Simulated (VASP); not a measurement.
# Si (Fd-3m) in VASP: a series of runs, part 2 of 2

VASP 6.6.1.

**3. Single point, PBE+D3(BJ)**

This run uses another cell than the first one, of 20.02 Å³/atom, 1.005 times its volume.

The input, INCAR:

```
PREC = Accurate ; ENCUT = 500
EDIFF = 1E-6 ; ISMEAR = 0
SIGMA = 0.1 ; LREAL = False
LASPH = True ; NELM = 120
ALGO = Normal ; ISIF = 2
LWAVE = False ; LCHARG = False
GGA = PE ; IVDW = 12
NBANDS = 11 ; GGA_COMPAT = False
```

The input, KPOINTS:

```
regular mesh
0
Gamma
  6 6 6
```

The input, POSCAR:

```
Si
1.0
    0.0000000000      2.7154700000      2.7154700000
    2.7154700000      0.0000000000      2.7154700000
    2.7154700000      2.7154700000      0.0000000000
Si
2
Direct
    0.5000000000      0.5000000000      0.5000000000
    0.7500000000      0.7500000000      0.7500000000
```

Potentials or basis: VASP PAW PBE potentials, release 64 (Si).

Command:

```
cat potpaw_PBE.64/Si/POTCAR > POTCAR
mpirun -np 1 vasp_std > vasp.out
```

OUTCAR:

```text
PREC = Accurate
   ENCUT = 500
   EDIFF = 1E-6
   ISMEAR = 0
   LREAL = False
   LASPH = True
   NELM = 120
   ISIF = 2
   GGA = PE
   IVDW = 12
 IVDW          = 12

 ion  position               nearest neighbor table
   1  0.500  0.500  0.500-   2 2.35   2 2.35   2 2.35   2 2.35
   2  0.750  0.750  0.750-   1 2.35   1 2.35   1 2.35   1 2.35

  LATTYP: Found a face centered cubic cell.
 ALAT       =     5.4309400000

  Lattice vectors:

 A1 = (   0.0000000000,   2.7154700000,   2.7154700000)
 A2 = (   2.7154700000,   0.0000000000,   2.7154700000)
 A3 = (   2.7154700000,   2.7154700000,   0.0000000000)

Analysis of symmetry for initial positions (statically):
=====================================================================
 Subroutine PRICEL returns:
 Original cell was already a primitive cell.

 Routine SETGRP: Setting up the symmetry group for a
 face centered cubic supercell.

 Subroutine GETGRP returns: Found 48 space group operations
 (whereof 24 operations were pure point group operations)
 out of a pool of 48 trial point group operations.

The static configuration has the point symmetry T_d .
 The point group associated with its full space group is O_h .

Analysis of symmetry for dynamics (positions and initial velocities):
=====================================================================
 Subroutine PRICEL returns:
 Original cell was already a primitive cell.

 Routine SETGRP: Setting up the symmetry group for a
 face centered cubic supercell.

 Subroutine GETGRP returns: Found 48 space group operations
 (whereof 24 operations were pure point group operations)
 out of a pool of 48 trial point group operations.

The dynamic configuration has the point symmetry T_d .
 The point group associated with its full space group is O_h .

 Subroutine INISYM returns: Found 48 space group operations
 (whereof 24 operations are pure point group operations),
 and found     1 'primitive' translations

----------------------------------------------------------------------------------------

                                     Primitive cell

[... 110 lines left out ...]
   LEPSILON=     F    determine dielectric tensor
   LRPA    =     F    only Hartree local field effects (RPA)
 non-spin polarized calculation
 Gauss-broadening in eV      SIGMA  =   0.10
  energy-cutoff  :      500.00
  volume of cell :       40.05
 maximum number of plane-waves:      1034
   NGX = 13   NGY = 13   NGZ = 13

 number of electron       8.0000001 magnetization

 Free energy of the ion-electron system (eV)
  ---------------------------------------------------
  ext. energy  EPLUGINS =         0.00000000
  ---------------------------------------------------
  free energy    TOTEN  =       -10.82096686 eV

  energy without entropy =      -10.82096685  energy(sigma->0) =      -10.82096686

 E-fermi :   6.1800     XC(G=0):  -9.4040

 val. band max:        5.8324727070   @ k =   0.0000   0.0000   0.0000
 cond. band min:       6.5401719736   @ k =   0.5000   0.5000   0.0000
 fundamental gap:      0.7076992666
 Fermi energy:         6.1800249240

 k-point     1 :       0.0000    0.0000    0.0000
  band No.  band energies     occupation
      1      -6.1256      2.00000
      2       5.8325      2.00000
      3       5.8325      2.00000
      4       5.8325      2.00000
      5       8.3949      0.00000
      6       8.3949      0.00000
      7       8.3949      0.00000
      8       9.2053      0.00000
      9      13.5485      0.00000
     10      13.5485      0.00000
     11      13.7908      0.00000
[... 197 lines left out ...]
 k-point    16 :      -0.3333    0.5000    0.1667
  band No.  band energies     occupation
      1      -1.8612      2.00000
      2      -1.8612      2.00000
      3       2.1894      2.00000
      4       2.1894      2.00000
      5       8.5794      0.00000
      6       8.5794      0.00000
      7      12.5953      0.00000
      8      12.5953      0.00000
      9      16.4063      0.00000
     10      16.4063      0.00000
     11      18.7892      0.00000

------------------------ aborting loop because EDIFF is reached ----------------------------------------

 Edisp (eV)   -0.62823

 E8    (eV) :    -0.2605

  FORCE on cell =-STRESS in cart. coord.  units (eV):
  Direction    XX          YY          ZZ          XY          YZ          ZX
  --------------------------------------------------------------------------------------
  -------------------------------------------------------------------------------------
  Total      -0.11927    -0.11927    -0.11927     0.00000     0.00000     0.00000
  in kB      -4.77193    -4.77193    -4.77193     0.00000     0.00000     0.00000
  external pressure =       -4.77 kB  Pullay stress =        0.00 kB

 VOLUME and BASIS-vectors are now :
 -----------------------------------------------------------------------------
  energy-cutoff  :      500.00
  volume of cell :       40.05
      direct lattice vectors                 reciprocal lattice vectors
     0.000000000  2.715470000  2.715470000    -0.184130187  0.184130187  0.184130187
     2.715470000  0.000000000  2.715470000     0.184130187 -0.184130187  0.184130187
     2.715470000  2.715470000  0.000000000     0.184130187  0.184130187 -0.184130187

 POSITION                                       TOTAL-FORCE (eV/Angst)
 -----------------------------------------------------------------------------------
      2.71547      2.71547      2.71547        -0.000000      0.000000      0.000000
      4.07320      4.07320      4.07320         0.000000     -0.000000     -0.000000
 -----------------------------------------------------------------------------------
    total drift:                                0.000000      0.000000     -0.000000

  FREE ENERGIE OF THE ION-ELECTRON SYSTEM (eV)
  ---------------------------------------------------
  free  energy   TOTEN  =       -11.4492005813 eV

  energy  without entropy=      -11.4492005723  energy(sigma->0) =      -11.44920058
```

OSZICAR:

```text
N       E                     dE             d eps       ncg     rms          rms(c)
DAV:   1     0.864447998442E+01    0.86445E+01   -0.32450E+03   352   0.570E+02
DAV:   2    -0.104001891944E+02   -0.19045E+02   -0.18220E+02   487   0.852E+01
DAV:   3    -0.110002344131E+02   -0.60005E+00   -0.59763E+00   454   0.135E+01
DAV:   4    -0.110049937524E+02   -0.47593E-02   -0.47587E-02   403   0.153E+00
DAV:   5    -0.110050454453E+02   -0.51693E-04   -0.51691E-04   439   0.154E-01    0.490E+00
DAV:   6    -0.108775752404E+02    0.12747E+00   -0.71862E-02   397   0.111E+00    0.299E+00
DAV:   7    -0.108193832013E+02    0.58192E-01   -0.13908E-01   400   0.166E+00    0.186E-01
DAV:   8    -0.108207256910E+02   -0.13425E-02   -0.61513E-03   409   0.423E-01    0.820E-02
DAV:   9    -0.108209396114E+02   -0.21392E-03   -0.20136E-04   439   0.869E-02    0.599E-02
DAV:  10    -0.108209662409E+02   -0.26630E-04   -0.23132E-05   414   0.276E-02    0.585E-03
DAV:  11    -0.108209668599E+02   -0.61895E-06   -0.21306E-06   434   0.762E-03
   1 F= -.11449201E+02 E0= -.11449201E+02  d E =-.907011E-08
```

stdout:

```text
POSCAR found type information on POSCAR Si
 POSCAR found :  1 types and       2 ions
 scaLAPACK will be used
 LDA part: xc-table for (Slater+PW92), standard interpolation
 POSCAR, INCAR and KPOINTS ok, starting setup
 FFT: planning ... GRIDC
 FFT: planning ... GRID_SOFT
 FFT: planning ... GRID
 WAVECAR not read
 entering main loop
```

It used 7.6 s of CPU time on 1 thread of AMD EPYC 7R13 Processor (Zen 3), with other jobs on the host.

Results:

```yaml
Free_energy: -11.4492 eV
Pressure: -0.5 GPa
Band_gap_on_the_k_mesh: 0.71 eV, indirect (least direct gap 2.56 eV)
Dispersion_energy_per_atom: -0.314 eV
```

A k mesh can miss the band edges. As with any semilocal functional, this PBE gap is likely too small.

**4. Single point, PBE+D3(BJ)**

The input, INCAR:

```
SYSTEM = Si
PREC     = Accurate       ! precision mode
ENCUT    = 500            ! plane-wave cutoff, eV
EDIFF    = 1E-6           ! SCF threshold, eV
ISMEAR   = 0              ! smearing method
SIGMA    = 0.02           ! smearing width, eV
LREAL    = .False.        ! projectors in reciprocal space
LASPH    = .True.         ! aspherical terms in the spheres
NELM     = 120            ! most SCF steps
ALGO     = Normal         ! electronic algorithm
ISIF     = 2              ! what is computed and relaxed
LWAVE    = .False.        ! write WAVECAR
LCHARG   = .False.        ! write CHGCAR
GGA      = PE             ! functional
IVDW     = 12             ! dispersion correction
NBANDS   = 11             ! bands
GGA_COMPAT= .False.
```

The input, KPOINTS:

```
regular mesh
0
Gamma
  10 10 10
  0 0 0
```

The input, POSCAR:

```
Si
1.0
    0.0000000000      2.7105837327      2.7105837327
    2.7105837327      0.0000000000      2.7105837327
    2.7105837327      2.7105837327      0.0000000000
Si
2
Direct
    0.5000000000      0.5000000000      0.5000000000
    0.7500000000      0.7500000000      0.7500000000
```

Command:

```
cat potpaw_PBE.64/Si/POTCAR > POTCAR
mpirun -np 1 vasp_std > vasp.out
```

It used 20 s of CPU time on 1 thread of AMD EPYC 7R13 Processor (Zen 3), with other jobs on the host.

It converged, with:

- Free energy: -11.4728 eV
- Pressure: -0.1 GPa
- Band gap on the k mesh: 0.57 eV, indirect (least direct gap 2.57 eV)
- Dispersion energy per atom: -0.316 eV

Levels at points of the mesh, in eV from the valence-band top:
```csv
k point,band 1,band 2,band 3,band 4,band 5,band 6,band 7,band 8
"(0.00, 0.00, 0.00)",-11.99,0.00,0.00,0.00,2.57,2.57,2.57,3.43
"(0.50, 0.00, 0.00)",-9.65,-6.99,-1.20,-1.20,1.56,3.34,3.34,7.74
"(0.50, 0.50, 0.00)",-7.83,-7.83,-2.86,-2.86,0.70,0.70,10.16,10.16
```

**5. Overview**

| cell | k mesh | smearing | gap on the mesh (eV) | pressure (GPa) |
| --- | --- | --- | --- | --- |
| a = 3.833 Å, angles 60.0°, 2 atoms | 12 × 12 × 12 | gaussian 0.02 eV | 0.56 | -0.1 |
| a = 3.840 Å, angles 60.0°, 2 atoms | 6 × 6 × 6 | gaussian 0.1 eV | 0.71 | -0.5 |
| a = 3.833 Å, angles 60.0°, 2 atoms | 10 × 10 × 10 | gaussian 0.02 eV | 0.57 | -0.1 |

Alike in all rows: task single point; level PBE+D3(BJ); potentials or basis VASP PAW PBE potentials, release 64 (Si); no spin polarisation; cutoff (eV) 500.

Absolute energies hang on the potentials; compare differences alone.
